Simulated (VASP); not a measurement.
# Sn (I4_1/amd) in VASP: a series of runs

Aim: see how the results for Sn move with the level of theory and the settings. Levels: RPBE, r2SCAN. Tasks: single point.

Program: VASP 6.6.1. These are calculated values, not measurements. Logs are shortened: lines on timing, memory, paths and dates and some standing lists are left out, and cuts for length are marked.

## 1. The cell of the first run

The structure is tetragonal, space group I4_1/amd (No. 141). Conventional cell: a = 5.969 Å, b = 5.969 Å, c = 3.283 Å, α = 90.00°, β = 90.00°, γ = 90.00°. Sn (site symmetry -4m2) has 10 Sn at 3.10 to 3.87 Å within 4.1 Å.

## 2. Single point, RPBE

Input file INCAR:

```
ALGO     = Normal         # electronic algorithm
EDIFF    = 1E-6           # SCF threshold, eV
ENCUT    = 500            # plane-wave cutoff, eV
GGA      = RP             # functional
GGA_COMPAT= False        
ISIF     = 2              # what is computed and relaxed
ISMEAR   = 0              # smearing method
LASPH    = True           # aspherical terms in the spheres
LCHARG   = True           # write CHGCAR
LELF     = True           # ELF
LREAL    = False          # projectors in reciprocal space
LVHAR    = True         
LWAVE    = False          # write WAVECAR
NBANDS   = 21             # bands
NELM     = 120            # most SCF steps
PREC     = Accurate       # precision mode
SIGMA    = 0.1            # smearing width, eV
```

Input file KPOINTS:

```
Automatic mesh
0
Gamma
  14 14 14
  0.5 0.5 0.5
```

Input file POSCAR:

```
Sn
1.0
   -2.9844710541      2.9844710541      1.6413520678
    2.9844710541     -2.9844710541      1.6413520678
    2.9844710541      2.9844710541     -1.6413520678
Sn
2
Direct
    0.7500000000      0.2500000000      0.5000000000
    0.0000000000      0.0000000000      0.0000000000
```

Potentials or basis: VASP PAW PBE potentials, release 64 (Sn_d).

On the command line:

```sh
> cat potpaw_PBE.64/Sn_d/POTCAR > POTCAR
> mpirun -np 1 vasp_std > vasp.out
```

OUTCAR:

```text
EDIFF = 1E-6
   ENCUT = 500
   GGA = RP
   ISIF = 2
   ISMEAR = 0
   LASPH = True
   LREAL = False
   NELM = 120
   PREC = Accurate

 ion  position               nearest neighbor table
   1  0.750  0.250  0.500-   2 3.10   2 3.10   2 3.10   2 3.10
   2  0.000  0.000  0.000-   1 3.10   1 3.10   1 3.10   1 3.10

  LATTYP: Found a body centered tetragonal cell.
 ALAT       =     5.9689421082
 C/A-ratio  =     0.5499641437

  Lattice vectors:

 A1 = (  -2.9844710541,   2.9844710541,   1.6413520678)
 A2 = (   2.9844710541,  -2.9844710541,   1.6413520678)
 A3 = (   2.9844710541,   2.9844710541,  -1.6413520678)

Analysis of symmetry for initial positions (statically):
=====================================================================
 Subroutine PRICEL returns:
 Original cell was already a primitive cell.

 Routine SETGRP: Setting up the symmetry group for a
 body centered tetragonal supercell.

 Subroutine GETGRP returns: Found 16 space group operations
 (whereof  8 operations were pure point group operations)
 out of a pool of 16 trial point group operations.

The static configuration has the point symmetry D_2d.
 The point group associated with its full space group is D_4h.

Analysis of symmetry for dynamics (positions and initial velocities):
=====================================================================
 Subroutine PRICEL returns:
 Original cell was already a primitive cell.

 Routine SETGRP: Setting up the symmetry group for a
 body centered tetragonal supercell.

 Subroutine GETGRP returns: Found 16 space group operations
 (whereof  8 operations were pure point group operations)
 out of a pool of 16 trial point group operations.

The dynamic configuration has the point symmetry D_2d.
 The point group associated with its full space group is D_4h.

 Subroutine INISYM returns: Found 16 space group operations
 (whereof  8 operations are pure point group operations),
 and found     1 'primitive' translations

----------------------------------------------------------------------------------------

                                     Primitive cell

  volume of cell :      58.4785

  direct lattice vectors                    reciprocal lattice vectors
    -2.984471054  2.984471054  1.641352068     0.000000000  0.167533875  0.304626905
[... 80 lines left out ...]
   ISPIN  =      1    spin polarized calculation?
   LNONCOLLINEAR =      F non collinear calculations
   LSORBIT =      F    spin-orbit coupling
   LASPH  =      T    aspherical Exc in radial PAW
   ENCUT  =  500.0 eV  36.75 Ry    6.06 a.u.   8.26  8.26  8.26*2*pi/ulx,y,z
   NELM   =    120;   NELMIN=  2; NELMDL= -5     # of ELM steps
   EDIFF  = 0.1E-05   stopping-criterion for ELM
   LREAL  =      F    real-space projection
   EDIFFG = 0.1E-04   stopping-criterion for IOM
   NSW    =      0    number of steps for IOM
   IBRION =     -1    ionic relax: 0-MD 1-quasi-New 2-CG
   NFREE  =      0    steps in history (QN), initial steepest desc. (CG)
   ISIF   =      2    stress and relaxation
   ISYM   =      2    0-nonsym 1-usesym 2-fastsym
   POTIM  = 0.5000    time-step for ionic-motion
   TEBEG  =    0.0;   TEEND  =   0.0 temperature during run
   PSTRESS=    0.0 pullay stress
   NELECT =      28.0000    total number of electrons
   NUPDOWN=      -1.0000    fix difference up-down
   EMIN   =  10.00;   EMAX   =-10.00  energy-range for DOS
   EFERMI =   0.00;   METHOD = LEGACY
   ISMEAR =     0;   SIGMA  =   0.10  broadening in eV -4-tet -1-fermi 0-gaus
   EFERMI_NEDOS =   21; number of points for ismear=-14 and -15
   IALGO  =     38    algorithm
   IMIX   =      4    mixing-type and parameters
     AMIX     =   0.40;   BMIX     =  1.00
     AMIX_MAG =   1.60;   BMIX_MAG =  1.00
  volume/ion in A,a.u.               =      29.24       197.32
  Fermi-wavevector in a.u.,A,eV,Ry     =   1.280743  2.420253 22.317675  1.640303
  Thomas-Fermi vector in A             =   2.413153
   LORBIT       =      0    0 simple, 1 ext, 2 COOP (PROOUT), +10 PAW based schemes
   GGA     = RP    functional components
   LHFCALC =     F    Hartree Fock is set to
   AEXX    =    0.0000 exact exchange contribution
   IVDW    =     0    specifies the selected vdW correction
   LEPSILON=     F    determine dielectric tensor
   LRPA    =     F    only Hartree local field effects (RPA)
 non-spin polarized calculation
 Gauss-broadening in eV      SIGMA  =   0.10
  energy-cutoff  :      500.00
  volume of cell :       58.48
 maximum number of plane-waves:      1500
 NGX is ok and might be reduce to    36
   NGX = 17   NGY = 17   NGZ = 17

 number of electron      28.0000000 magnetization

 Free energy of the ion-electron system (eV)
  ---------------------------------------------------
  ext. energy  EPLUGINS =         0.00000000
  ---------------------------------------------------
  free energy    TOTEN  =        -6.87337312 eV

  energy without entropy =       -6.86882918  energy(sigma->0) =       -6.87110115

 E-fermi :   7.1984     XC(G=0):  -9.8743

 val. band max:        7.1844531456   @ k =  -0.2500   0.2500   0.0357
 cond. band min:       7.2123782545   @ k =  -0.3929  -0.3929   0.1786
 fundamental gap:      0.0279251089
 Fermi energy:         7.1984392223

 k-point     1 :       0.0357    0.0357    0.0357
  band No.  band energies     occupation
      1     -14.4269      2.00000
      2     -14.3515      2.00000
      3     -14.3226      2.00000
      4     -14.3045      2.00000
      5     -14.2119      2.00000
      6     -14.2085      2.00000
[... 565 lines left out ...]
     20      15.4976      0.00000
     21      16.1901      0.00000

 [... further k-points ...]

------------------------ aborting loop because EDIFF is reached ----------------------------------------

  FORCE on cell =-STRESS in cart. coord.  units (eV):
  Direction    XX          YY          ZZ          XY          YZ          ZX
  --------------------------------------------------------------------------------------
  -------------------------------------------------------------------------------------
  Total        0.0330938      0.0330938     -0.0553458      0.0000000      0.0000000      0.0000000
  in kB        0.9066948      0.9066948     -1.5163466      0.0000000      0.0000000      0.0000000
  external PRESSURE =       0.0990143 kB  Pullay stress =       0.0000000 kB

 VOLUME and BASIS-vectors are now :
 -----------------------------------------------------------------------------
  energy-cutoff  :      500.00
  volume of cell :       58.48
      direct lattice vectors                 reciprocal lattice vectors
    -2.984471054  2.984471054  1.641352068     0.000000000  0.167533875  0.304626905
     2.984471054 -2.984471054  1.641352068     0.167533875  0.000000000  0.304626905
     2.984471054  2.984471054 -1.641352068     0.167533875  0.167533875  0.000000000

 POSITION                                       TOTAL-FORCE (eV/Angst)
 -----------------------------------------------------------------------------------
      0.00000      2.98447      0.82068         0.000000     -0.000000      0.000000
      0.00000      0.00000      0.00000        -0.000000      0.000000     -0.000000
 -----------------------------------------------------------------------------------
    total drift:                               -0.000000      0.000000     -0.000000

  FREE ENERGIE OF THE ION-ELECTRON SYSTEM (eV)
  ---------------------------------------------------
  free  energy   TOTEN  =        -6.8733731171 eV

  energy  without entropy=       -6.8688291812  energy(sigma->0) =       -6.87110115
```

stdout:

```text
POSCAR found type information on POSCAR Sn
 POSCAR found :  1 types and       2 ions
 scaLAPACK will be used
 -----------------------------------------------------------------------------
|                                                                             |
|                                                                             |
|     You enforced a specific xc type in the INCAR file but a different       |
|     I HOPE YOU KNOW WHAT YOU ARE DOING!                                     |
|                                                                             |
 -----------------------------------------------------------------------------

 LDA part: xc-table for (Slater+PW92), standard interpolation
 POSCAR, INCAR and KPOINTS ok, starting setup
 FFT: planning ... GRIDC
 FFT: planning ... GRID_SOFT
 FFT: planning ... GRID
 WAVECAR not read
 entering main loop
```

Run time: 6.7 min. Hardware: 1 thread of Oxide Virtual Turin-like, shared host; peak memory 0.32 GiB.

Results:

```
Free energy            : -6.8734 eV
Pressure               : 0.0 GPa
Band gap on the k mesh : zero (bands 14 and 15 overlap by 4.03 eV)
```

Caveat: the PAW data sets were made with another functional, which shifts forces and pressure a little; spin-orbit coupling is left out, which moves the levels of the heavy elements.

## 3. Single point, r2SCAN

This run uses another cell than the first one, of 27.58 Å³/atom.

Input file POSCAR:

```
Sn
1.0
   -2.9293956015      2.9293956015      1.6072172069
    2.9293956015     -2.9293956015      1.6072172069
    2.9293956015      2.9293956015     -1.6072172069
Sn
2
Direct
    0.7500000000      0.2500000000      0.5000000000
    0.0000000000      0.0000000000      0.0000000000
```

Input file INCAR.step1:

```
PREC = Accurate
ENCUT = 550
ISMEAR = -4
SIGMA = 0.1
LREAL = F
LASPH = T
NELM = 120
NBANDS = 21
GGA = PE
ALGO = Normal
EDIFF = 1E-5
LWAVE = T
LCHARG = F
GGA_COMPAT = F
```

Input file INCAR.step2:

```
PREC = Accurate
ENCUT = 550
EDIFF = 1E-6
ISMEAR = -4
SIGMA = 0.1
LREAL = F
LASPH = T
NELM = 120
ALGO = Normal
ISIF = 2
LWAVE = F
LCHARG = F
METAGGA = R2SCAN
LMIXTAU = T
NBANDS = 21
ISTART = 1
GGA_COMPAT = F
```

Input file KPOINTS:

```
Automatic mesh
0
Gamma
  14 14 14
```

Potentials or basis: VASP PAW PBE potentials, release 64 (Sn_d).

On the command line:

```sh
> cat potpaw_PBE.64/Sn_d/POTCAR > POTCAR
> cp INCAR.step1 INCAR
> mpirun -np 1 vasp_std > vasp.out
> cp INCAR.step2 INCAR
> mpirun -np 1 vasp_std > vasp.out
```

It took 42 min on 1 thread of Oxide Virtual Turin-like, shared host; peak memory 0.38 GiB.

Results (log left out):

| Property | Result |
| --- | --- |
| Free energy | -49.1687 eV |
| Pressure | 0.2 GPa |
| Band gap on the k mesh | zero (bands 14 and 15 overlap by 4.18 eV) |

Stress tensor (GPa, compression positive):
```
 0.30  0.00  0.00
 0.00  0.30  0.00
 0.00  0.00 -0.07
```

Levels at points of the mesh, in eV from the Fermi level:
```
           k point  band 10  band 11  band 12  band 13  band 14  band 15  band 16  band 17  band 18  band 19
(0.00, 0.00, 0.00)   -21.82   -11.54    -3.63    -2.08    -2.08     3.41     6.53     6.53     7.01     7.09
(0.50, 0.00, 0.00)   -21.89    -7.21    -5.59    -2.33    -1.81    -1.27     2.52     3.00     4.91     7.68
(0.50, 0.50, 0.00)   -21.95    -9.20    -9.20     0.59     0.59     1.83     1.83     6.23     6.23     9.81
(0.50, 0.50, 0.50)   -22.02    -7.80    -7.80    -4.93    -4.93     5.16     5.16     9.88     9.88    13.40
```

Caveat: the PAW data sets were made with another functional, which shifts forces and pressure a little; spin-orbit coupling is left out, which moves the levels of the heavy elements; tetrahedron occupations give inexact forces and stress in metals.

The gap in the log of VASP goes by the Fermi energy; the results here count the filled bands.